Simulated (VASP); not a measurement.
# Ba2Tl5V3O12 (P-3m1) in VASP: settings compared, part 2 of 2

VASP 6.6.1.

## Step 4: Single point, r2SCAN+D4, collinear spin, ferromagnetic start

This run uses another cell than the first one, of 17.28 Å³/atom.

The input, POSCAR:

```
Ba2Tl5V3O12
1.0
    8.0421132380      0.0000028471      0.0000000000
   -4.0210590846      6.9646729407      0.0000000000
    0.0000000000      0.0000000000      6.7859393445
Ba V Tl O
2 3 5 12
Direct
    0.0000000000      0.0000000000      0.2380976870
    0.0000000000      0.0000000000      0.7619023130
    0.5000000000      0.0000000000      0.0000000000
    0.0000000000      0.5000000000      0.0000000000
    0.5000000000      0.5000000000      0.0000000000
    0.5000000000      0.0000000000      0.5000000000
    0.0000000000      0.5000000000      0.5000000000
    0.5000000000      0.5000000000      0.5000000000
    0.3333333333      0.6666666667      0.2280537781
    0.6666666667      0.3333333333      0.7719462219
    0.3384282898      0.3432400448      0.8115615166
    0.6567599552      0.9951882450      0.8115615166
    0.0048117550      0.6615717102      0.8115615166
    0.3432400448      0.3384282898      0.1884384834
    0.9951882450      0.6567599552      0.1884384834
    0.6615717102      0.0048117550      0.1884384834
    0.6615717102      0.6567599552      0.1884384834
    0.3432400448      0.0048117550      0.1884384834
    0.9951882450      0.3384282898      0.1884384834
    0.6567599552      0.6615717102      0.8115615166
    0.0048117550      0.3432400448      0.8115615166
    0.3384282898      0.9951882450      0.8115615166
```

The input, INCAR.step1:

```
SYSTEM = Ba2Tl5V3O12
ALGO     = Normal         ! electronic algorithm
EDIFF    = 1E-4           ! SCF threshold, eV
ENCUT    = 520            ! plane-wave cutoff, eV
GGA      = PE             ! functional
ISMEAR   = -1             ! smearing method
ISPIN    = 2              ! spin polarisation
KPAR     = 8            
LASPH    = .TRUE.         ! aspherical terms in the spheres
LCHARG   = .FALSE.        ! write CHGCAR
LMAXMIX  = 4              ! l up to which the mixer works
LREAL    = Auto         
LWAVE    = .TRUE.         ! write WAVECAR
MAGMOM   = 0 0 2 2 2 0 0 0 0 0 0 0 0 0 0 0 0 0 0 0 0 0 ! initial moments
NBANDS   = 119            ! bands
NELM     = 150            ! most SCF steps
PREC     = Accurate       ! precision mode
SIGMA    = 0.05           ! smearing width, eV
```

The input, INCAR.step2:

```
SYSTEM = Ba2Tl5V3O12
ALGO     = Normal         ! electronic algorithm
EDIFF    = 1E-6           ! SCF threshold, eV
ENCUT    = 520            ! plane-wave cutoff, eV
ISIF     = 2              ! what is computed and relaxed
ISMEAR   = -1             ! smearing method
ISPIN    = 2              ! spin polarisation
ISTART   = 1            
IVDW     = 13             ! dispersion correction
KPAR     = 8            
LASPH    = .TRUE.         ! aspherical terms in the spheres
LCHARG   = .TRUE.         ! write CHGCAR
LMAXMIX  = 4              ! l up to which the mixer works
LMIXTAU  = .TRUE.       
LORBIT   = 11             ! projections on sites
LREAL    = Auto         
LVHAR    = .TRUE.       
LWAVE    = .FALSE.        ! write WAVECAR
MAGMOM   = 0 0 2 2 2 0 0 0 0 0 0 0 0 0 0 0 0 0 0 0 0 0 ! initial moments
METAGGA  = R2SCAN         ! meta-GGA
NBANDS   = 119            ! bands
NELM     = 150            ! most SCF steps
PREC     = Accurate       ! precision mode
SIGMA    = 0.05           ! smearing width, eV
VDW_A1   = 0.51559235   
VDW_A2   = 5.77342911   
VDW_S6   = 1.0          
VDW_S8   = 0.6018749
```

The input, KPOINTS:

```
k-points
0
G
  3 3 3
  0 0 0
```

Run with:

```
$ cat potpaw_PBE.64/Ba_sv/POTCAR potpaw_PBE.64/V_sv/POTCAR potpaw_PBE.64/Tl_d/POTCAR potpaw_PBE.64/O/POTCAR > POTCAR
$ cp INCAR.step1 INCAR
$ mpirun -np 8 vasp_std > vasp.out
$ cp INCAR.step2 INCAR
$ mpirun -np 8 vasp_std > vasp.out
```

Run time: 20 min. Hardware: 8 MPI ranks of Intel Xeon Platinum 8175M at 2.50GHz (Skylake/Cascade Lake), shared host; peak memory 0.95 GiB.

It converged, with:

* Free energy: -463.4052 eV
* Pressure: 0.8 GPa
* Largest force: 0.115 eV/Å
* Band gap on the k mesh: zero (filled and empty bands overlap)
* Net moment: 0.00 μB per cell
* Valence electrons inside the program's atomic spheres: Ba 7.88; V 11.67; Tl 11.12, 11.28 (each value once); O 4.98
* Dispersion energy per atom: -0.078 eV

Forces in eV/Å, atoms in the order of the input:
```
Ba   0.000  0.000  0.115
Ba   0.000  0.000 -0.115
V    0.000  0.000  0.000
V    0.000  0.000  0.000
V    0.000  0.000  0.000
Tl   0.000  0.000  0.000
Tl   0.000  0.000  0.000
Tl   0.000  0.000  0.000
Tl   0.000  0.000 -0.001
Tl   0.000  0.000  0.001
O   -0.028 -0.027 -0.064
O    0.037 -0.011 -0.064
O   -0.009  0.038 -0.064
O   -0.009 -0.038  0.064
O   -0.028  0.027  0.064
O    0.037  0.011  0.064
O    0.028  0.027  0.064
O   -0.037  0.011  0.064
O    0.009 -0.038  0.064
O    0.009  0.038 -0.064
O    0.028 -0.027 -0.064
O   -0.037 -0.011 -0.064
```

Levels at points of the mesh, in eV from the Fermi level:
Spin up:
| k point | band 96 | band 97 | band 98 | band 99 | band 100 | band 101 |
| --- | --- | --- | --- | --- | --- | --- |
| (0.00, 0.00, 0.00) | -1.06 | -0.90 | -0.68 | -0.20 | 0.49 | 0.49 |
Spin down:
| k point | band 96 | band 97 | band 98 | band 99 | band 100 | band 101 |
| --- | --- | --- | --- | --- | --- | --- |
| (0.00, 0.00, 0.00) | -1.06 | -0.90 | -0.68 | -0.20 | 0.49 | 0.49 |

Caveat: the moments typed at the start vanished in this run; the PAW data sets were made with another functional, which shifts forces and pressure a little; spin-orbit coupling is left out, which moves the levels of the heavy elements; semilocal functionals often make such compounds metallic where correlation or magnetic order opens a gap, which also shifts bond lengths. With open d or f shells a metallic result of r2SCAN can be an artefact of self-interaction; +U or a hybrid may open a gap.

## Step 5: Overview

| level | cell | gap on the mesh (eV) | pressure (GPa) | moment (μB) | largest force (eV/Å) |
| --- | --- | --- | --- | --- | --- |
| revPBE | a = 8.248, b = 8.248, c = 7.051 Å, angles 90.0, 90.0, 120.0°, 22 atoms, atomic positions A | none | 0.5 | 0.00 | 0.11 |
| BLYP | a = 8.154, b = 8.154, c = 6.921 Å, angles 90.0, 90.0, 120.0°, 22 atoms, atomic positions B | none | 4.5 | 0.00 | 0.31 |
| r2SCAN+D4 | a = 8.042, b = 8.042, c = 6.786 Å, angles 90.0, 90.0, 120.0°, 22 atoms, atomic positions C | none | 0.8 | 0.00 | 0.11 |

Alike in all rows: task single point; potentials or basis VASP PAW PBE potentials, release 64 (Ba_sv, V_sv, Tl_d, O); spin collinear, ferromagnetic start; k mesh 3 × 3 × 3; cutoff (eV) 520; smearing fermi-dirac 0.05 eV.

Caveats: the moments typed at the start vanished in this run; the PAW data sets were made with another functional, which shifts forces and pressure a little; spin-orbit coupling is left out, which moves the levels of the heavy elements; semilocal functionals often make such compounds metallic where correlation or magnetic order opens a gap, which also shifts bond lengths; the cell stands under pressure (at least some runs).

Absolute energies hang on the potentials; compare differences alone.
